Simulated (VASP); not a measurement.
# CuI (Marshite) in VASP: a series of runs

The runs below take CuI (Marshite) through single point, with PBEsol.

Program: VASP 6.6.1. These are calculated values, not measurements. Logs are shortened: lines on timing, memory, paths and dates and some standing lists are left out, and cuts for length are marked.

### 1 The cell of the first run

Symmetry: F-43m, No. 216, cubic system. The conventional cell has a = 6.063 Å, b = 6.063 Å, c = 6.063 Å, α = 90.00°, β = 90.00°, γ = 90.00°. Cu (site symmetry -43m) has 4 I at 2.63 Å within 3.5 Å. Within 3.5 Å of I (site symmetry -43m) lie 4 Cu at 2.63 Å.

### 2 Single point, PBEsol

Input file INCAR:

```
SYSTEM = CuI
  PREC = Accurate
  ENCUT = 520
  EDIFF = 1E-7
  ISMEAR = 0
  SIGMA = 0.05
  LREAL = .False.
  LASPH = .True.
  NELM = 100
  ALGO = Normal
  ISIF = 2
  LWAVE = .False.
  LCHARG = .False.
  GGA = PS
  NBANDS = 16
```

Input file KPOINTS:

```
Automatic mesh
0
Gamma
  6 6 6
  0 0 0
```

Input file POSCAR:

```
CuI
1.0
    0.0000000000      3.0315000000      3.0315000000
    3.0315000000      0.0000000000      3.0315000000
    3.0315000000      3.0315000000      0.0000000000
Cu I
1 1
Direct
    0.2500000000      0.2500000000      0.2500000000
    0.0000000000      0.0000000000      0.0000000000
```

Potentials or basis: VASP PAW PBE potentials, release 64 (Cu, I).

On the command line:

```
$ cat potpaw_PBE.64/Cu/POTCAR potpaw_PBE.64/I/POTCAR > POTCAR
$ mpirun -np 1 vasp_std > vasp.out
```

OUTCAR:

```text
SYSTEM = CuI
   PREC = Accurate
   ENCUT = 520
   EDIFF = 1E-7
   ISMEAR = 0
   LREAL = .False.
   LASPH = .True.
   NELM = 100
   ISIF = 2
   GGA = PS

 ion  position               nearest neighbor table
   1  0.250  0.250  0.250-   2 2.63   2 2.63   2 2.63   2 2.63
   2  0.000  0.000  0.000-   1 2.63   1 2.63   1 2.63   1 2.63

  LATTYP: Found a face centered cubic cell.
 ALAT       =     6.0630000000

  Lattice vectors:

 A1 = (   0.0000000000,   3.0315000000,   3.0315000000)
 A2 = (   3.0315000000,   0.0000000000,   3.0315000000)
 A3 = (   3.0315000000,   3.0315000000,   0.0000000000)

Analysis of symmetry for initial positions (statically):
=====================================================================
 Subroutine PRICEL returns:
 Original cell was already a primitive cell.

 Routine SETGRP: Setting up the symmetry group for a
 face centered cubic supercell.

 Subroutine GETGRP returns: Found 24 space group operations
 (whereof 24 operations were pure point group operations)
 out of a pool of 48 trial point group operations.

The static configuration has the point symmetry T_d .

Analysis of symmetry for dynamics (positions and initial velocities):
=====================================================================
 Subroutine PRICEL returns:
 Original cell was already a primitive cell.

 Routine SETGRP: Setting up the symmetry group for a
 face centered cubic supercell.

 Subroutine GETGRP returns: Found 24 space group operations
 (whereof 24 operations were pure point group operations)
 out of a pool of 48 trial point group operations.

The dynamic configuration has the point symmetry T_d .

 Subroutine INISYM returns: Found 24 space group operations
 (whereof 24 operations are pure point group operations),
 and found     1 'primitive' translations

----------------------------------------------------------------------------------------

                                     Primitive cell

  volume of cell :      55.7189

  direct lattice vectors                    reciprocal lattice vectors
     0.000000000  3.031500000  3.031500000    -0.164934851  0.164934851  0.164934851
     3.031500000  0.000000000  3.031500000     0.164934851 -0.164934851  0.164934851
     3.031500000  3.031500000  0.000000000     0.164934851  0.164934851 -0.164934851

  length of vectors
     4.287188414  4.287188414  4.287188414     0.285675541  0.285675541  0.285675541

  position of ions in fractional coordinates (direct lattice)
     0.250000000  0.250000000  0.250000000
     0.000000000  0.000000000  0.000000000

  ion indices of the primitive-cell ions
   primitive index   ion index
                 1           1
                 2           2

----------------------------------------------------------------------------------------

 KPOINTS: Automatic mesh

Automatic generation of k-mesh.
 Grid dimensions read from file:
 generate k-points for:    6    6    6

 Generating k-lattice:

  Cartesian coordinates                     Fractional coordinates (reciprocal lattice)
    -0.027489142  0.027489142  0.027489142     0.166666667  0.000000000  0.000000000
     0.027489142 -0.027489142  0.027489142     0.000000000  0.166666667  0.000000000
     0.027489142  0.027489142 -0.027489142     0.000000000  0.000000000  0.166666667

  Length of vectors
     0.047612590  0.047612590  0.047612590

  Shift w.r.t. Gamma in fractional coordinates (k-lattice)
     0.000000000  0.000000000  0.000000000

 Subroutine IBZKPT returns following result:
 ===========================================

 Found     16 irreducible k-points:

 Following reciprocal coordinates:
            Coordinates               Weight
  0.000000  0.000000  0.000000      1.000000
  0.166667  0.000000  0.000000      8.000000
  0.333333  0.000000  0.000000      8.000000
  0.500000  0.000000  0.000000      4.000000
  0.166667  0.166667  0.000000      6.000000
  0.333333  0.166667  0.000000     24.000000
[... 8 lines left out ...]
 -0.333333  0.333333  0.166667     24.000000
 -0.333333  0.500000  0.166667     12.000000
   k-points           NKPTS =     16   k-points in BZ     NKDIM =     16   number of bands    NBANDS=     16
   number of dos      NEDOS =    301   number of ions     NIONS =      2
   total plane-waves  NPLWV =  32768
   dimension x,y,z NGX =    32 NGY =   32 NGZ =   32
   dimension x,y,z NGXF=    64 NGYF=   64 NGZF=   64
   ions per type =               1   1
   NGX,Y,Z   is equivalent  to a cutoff of  12.41, 12.41, 12.41 a.u.
   NGXF,Y,Z  is equivalent  to a cutoff of  24.82, 24.82, 24.82 a.u.
 SYSTEM =  CuI
   PREC   = accura    normal or accurate (medium, high low for compatibility)
   ISTART =      0    job   : 0-new  1-cont  2-samecut
   ICHARG =      2    charge: 1-file 2-atom 10-const
   ISPIN  =      1    spin polarized calculation?
   LNONCOLLINEAR =      F non collinear calculations
   LSORBIT =      F    spin-orbit coupling
   LASPH  =      T    aspherical Exc in radial PAW
   ENCUT  =  520.0 eV  38.22 Ry    6.18 a.u.   7.97  7.97  7.97*2*pi/ulx,y,z
   NELM   =    100;   NELMIN=  2; NELMDL= -5     # of ELM steps
   EDIFF  = 0.1E-06   stopping-criterion for ELM
   LREAL  =      F    real-space projection
   EDIFFG = 0.1E-05   stopping-criterion for IOM
   NSW    =      0    number of steps for IOM
   IBRION =     -1    ionic relax: 0-MD 1-quasi-New 2-CG
   NFREE  =      0    steps in history (QN), initial steepest desc. (CG)
   ISIF   =      2    stress and relaxation
   ISYM   =      2    0-nonsym 1-usesym 2-fastsym
   POTIM  = 0.5000    time-step for ionic-motion
   TEBEG  =    0.0;   TEEND  =   0.0 temperature during run
   PSTRESS=    0.0 pullay stress
   NELECT =      18.0000    total number of electrons
   NUPDOWN=      -1.0000    fix difference up-down
   EMIN   =  10.00;   EMAX   =-10.00  energy-range for DOS
   EFERMI =   0.00;   METHOD = LEGACY
   ISMEAR =     0;   SIGMA  =   0.05  broadening in eV -4-tet -1-fermi 0-gaus
   EFERMI_NEDOS =   21; number of points for ismear=-14 and -15
   IALGO  =     38    algorithm
   IMIX   =      4    mixing-type and parameters
     AMIX     =   0.40;   BMIX     =  1.00
     AMIX_MAG =   1.60;   BMIX_MAG =  1.00
  volume/ion in A,a.u.               =      27.86       188.00
  Fermi-wavevector in a.u.,A,eV,Ry     =   1.123306  2.122741 17.168055  1.261816
  Thomas-Fermi vector in A             =   2.259971
   LORBIT       =      0    0 simple, 1 ext, 2 COOP (PROOUT), +10 PAW based schemes
   GGA     = PS    functional components
   LHFCALC =     F    Hartree Fock is set to
   AEXX    =    0.0000 exact exchange contribution
   IVDW    =     0    specifies the selected vdW correction
   LEPSILON=     F    determine dielectric tensor
   LRPA    =     F    only Hartree local field effects (RPA)
 non-spin polarized calculation
 Gauss-broadening in eV      SIGMA  =   0.05
  energy-cutoff  :      520.00
  volume of cell :       55.72
 maximum number of plane-waves:      1524
   NGX = 15   NGY = 15   NGZ = 15

 number of electron      18.0000014 magnetization

 Free energy of the ion-electron system (eV)
  ---------------------------------------------------
  ext. energy  EPLUGINS =         0.00000000
  ---------------------------------------------------
  free energy    TOTEN  =        -6.29197848 eV

  energy without entropy =       -6.29197848  energy(sigma->0) =       -6.29197848

 E-fermi :   4.5625     XC(G=0):  -9.1383

 val. band max:        4.2851181059   @ k =   0.0000   0.0000   0.0000
 cond. band min:       5.3124474250   @ k =   0.0000   0.0000   0.0000
 fundamental gap:      1.0273293191
 Fermi energy:         4.5624566124

 k-point     1 :       0.0000    0.0000    0.0000
  band No.  band energies     occupation
      1      -9.7433      2.00000
      2       0.6401      2.00000
      3       0.6401      2.00000
      4       0.6401      2.00000
      5       2.4116      2.00000
      6       2.4116      2.00000
[... 8 lines left out ...]
     15      13.8579      0.00000
     16      13.8579      0.00000

 k-point     2 :       0.1667    0.0000    0.0000
  band No.  band energies     occupation
      1      -9.6174      2.00000
      2       0.1282      2.00000
      3       0.6497      2.00000
      4       0.6497      2.00000
      5       2.4025      2.00000
      6       2.4025      2.00000
[... 8 lines left out ...]
     15      12.9816      0.00000
     16      13.2962      0.00000

 k-point     3 :       0.3333    0.0000    0.0000
  band No.  band energies     occupation
      1      -9.3411      2.00000
      2      -0.8541      2.00000
      3       0.6618      2.00000
      4       0.6618      2.00000
      5       2.4131      2.00000
      6       2.4131      2.00000
[... 8 lines left out ...]
     15      13.4649      0.00000
     16      13.4649      0.00000

 k-point     4 :       0.5000    0.0000    0.0000
  band No.  band energies     occupation
      1      -9.1876      2.00000
      2      -1.3255      2.00000
      3       0.6638      2.00000
      4       0.6638      2.00000
      5       2.4393      2.00000
      6       2.4393      2.00000
[... 8 lines left out ...]
     15      15.1323      0.00000
     16      15.1323      0.00000
[... 172 lines left out ...]
 k-point    14 :       0.5000    0.3333    0.1667
  band No.  band energies     occupation
      1      -9.1505      2.00000
      2      -0.8706      2.00000
      3       0.1542      2.00000
      4       0.5952      2.00000
      5       2.3488      2.00000
      6       2.4283      2.00000
[... 8 lines left out ...]
     15      15.1704      0.00000
     16      16.2976      0.00000

 k-point    15 :      -0.3333    0.3333    0.1667
  band No.  band energies     occupation
      1      -9.0457      2.00000
      2      -0.9200      2.00000
      3      -0.1442      2.00000
      4       0.5543      2.00000
      5       2.3179      2.00000
      6       2.4122      2.00000
[... 8 lines left out ...]
     15      15.3193      0.00000
     16      16.0483      0.00000

 k-point    16 :      -0.3333    0.5000    0.1667
  band No.  band energies     occupation
      1      -8.9966      2.00000
      2      -1.0161      2.00000
      3      -0.0018      2.00000
      4       0.4605      2.00000
      5       2.3633      2.00000
      6       2.3652      2.00000
[... 8 lines left out ...]
     15      15.7994      0.00000
     16      16.2404      0.00000

------------------------ aborting loop because EDIFF is reached ----------------------------------------

  FORCE on cell =-STRESS in cart. coord.  units (eV):
  Direction    XX          YY          ZZ          XY          YZ          ZX
  --------------------------------------------------------------------------------------
  -------------------------------------------------------------------------------------
  Total       -0.8657328     -0.8657328     -0.8657328     -0.0000000      0.0000000      0.0000000
  in kB      -24.8938325    -24.8938325    -24.8938325     -0.0000000      0.0000000      0.0000000
  external PRESSURE =     -24.8938325 kB  Pullay stress =       0.0000000 kB

 VOLUME and BASIS-vectors are now :
 -----------------------------------------------------------------------------
  energy-cutoff  :      520.00
  volume of cell :       55.72
      direct lattice vectors                 reciprocal lattice vectors
     0.000000000  3.031500000  3.031500000    -0.164934851  0.164934851  0.164934851
     3.031500000  0.000000000  3.031500000     0.164934851 -0.164934851  0.164934851
     3.031500000  3.031500000  0.000000000     0.164934851  0.164934851 -0.164934851

 POSITION                                       TOTAL-FORCE (eV/Angst)
 -----------------------------------------------------------------------------------
      1.51575      1.51575      1.51575         0.000000      0.000000      0.000000
      0.00000      0.00000      0.00000        -0.000000     -0.000000     -0.000000
 -----------------------------------------------------------------------------------
    total drift:                                0.000000      0.000000      0.000000

  FREE ENERGIE OF THE ION-ELECTRON SYSTEM (eV)
  ---------------------------------------------------
  free  energy   TOTEN  =        -6.2919784822 eV

  energy  without entropy=       -6.2919784822  energy(sigma->0) =       -6.29197848
```

Run time: 16 s. Hardware: 1 thread of Intel Xeon Platinum 8259CL at 2.50GHz (Skylake/Cascade Lake), shared host; peak memory 0.18 GiB.

Results:

```
Free energy            : -6.2920 eV
Pressure               : -2.5 GPa
Band gap on the k mesh : 1.03 eV, direct
```

Levels at points of the mesh, in eV from the valence-band top:
```csv
k point,band 7,band 8,band 9,band 10,band 11,band 12
"(0.00, 0.00, 0.00)",0.00,0.00,0.00,1.03,4.83,4.83
"(0.50, 0.00, 0.00)",-1.80,-0.72,-0.72,2.08,5.36,5.36
"(0.50, 0.50, 0.00)",-1.79,-1.52,-1.52,2.60,2.85,9.07
```

Caveat: the PAW data sets were made with another functional, which shifts forces and pressure a little; spin-orbit coupling is left out, which moves the levels of the heavy elements.

### 3 Single point, PBEsol

Input file INCAR:

```
SYSTEM = CuI
PREC     = Accurate       ! precision mode
ENCUT    = 520            ! plane-wave cutoff, eV
EDIFF    = 1E-7           ! SCF threshold, eV
ISMEAR   = 0              ! smearing method
SIGMA    = 0.05           ! smearing width, eV
LREAL    = .False.        ! projectors in reciprocal space
LASPH    = .True.         ! aspherical terms in the spheres
NELM     = 60             ! most SCF steps
ALGO     = Normal         ! electronic algorithm
ISIF     = 2              ! what is computed and relaxed
LWAVE    = .False.        ! write WAVECAR
LCHARG   = .False.        ! write CHGCAR
GGA      = PS             ! functional
NBANDS   = 16             ! bands
```

KPOINTS is that of step 2.

Input file POSCAR:

```
CuI
1.0
    0.0000000000      3.0011850000      3.0930517294
    3.0011850000      0.0000000000      3.0930517294
    3.0011850000      3.0011850000      0.0000000000
Cu I
1 1
Direct
    0.2500000000      0.2500000000      0.2500000000
    0.0000000000      0.0000000000      0.0000000000
```

Potentials or basis: VASP PAW PBE potentials, release 64 (Cu, I).

On the command line:

```
$ cat potpaw_PBE.64/Cu/POTCAR potpaw_PBE.64/I/POTCAR > POTCAR
$ mpirun -np 1 vasp_std > vasp.out
```

Wall time 25 s (1 thread of Intel Xeon Platinum 8259CL at 2.50GHz (Skylake/Cascade Lake), shared host); peak memory 0.18 GiB.

The run converged. Its results:

```yaml
Free_energy: -6.2898 eV
Pressure: -2.5 GPa
Band_gap_on_the_k_mesh: 1.01 eV, direct
```

Stress tensor (GPa, compression positive):
```
-2.29  0.00  0.00
 0.00 -2.29  0.00
 0.00  0.00 -2.92
```

Levels at points of the mesh, in eV from the valence-band top:
| k point | band 6 | band 7 | band 8 | band 9 | band 10 | band 11 | band 12 | band 13 |
| --- | --- | --- | --- | --- | --- | --- | --- | --- |
| (0.00, 0.00, 0.00) | -1.88 | -0.06 | 0.00 | 0.00 | 1.01 | 4.79 | 4.83 | 4.83 |
| (0.50, 0.00, 0.00) | -1.86 | -1.81 | -0.76 | -0.70 | 2.06 | 5.25 | 5.45 | 7.24 |
| (0.50, 0.50, 0.00) | -1.85 | -1.80 | -1.53 | -1.53 | 2.67 | 2.98 | 8.89 | 9.70 |
| (0.50, 0.00, 0.50) | -1.83 | -1.79 | -1.56 | -1.50 | 2.55 | 2.76 | 9.13 | 9.54 |

Caveat: the PAW data sets were made with another functional, which shifts forces and pressure a little; spin-orbit coupling is left out, which moves the levels of the heavy elements. Expect the measured gap to be larger: semilocal functionals such as PBEsol lack the derivative discontinuity.
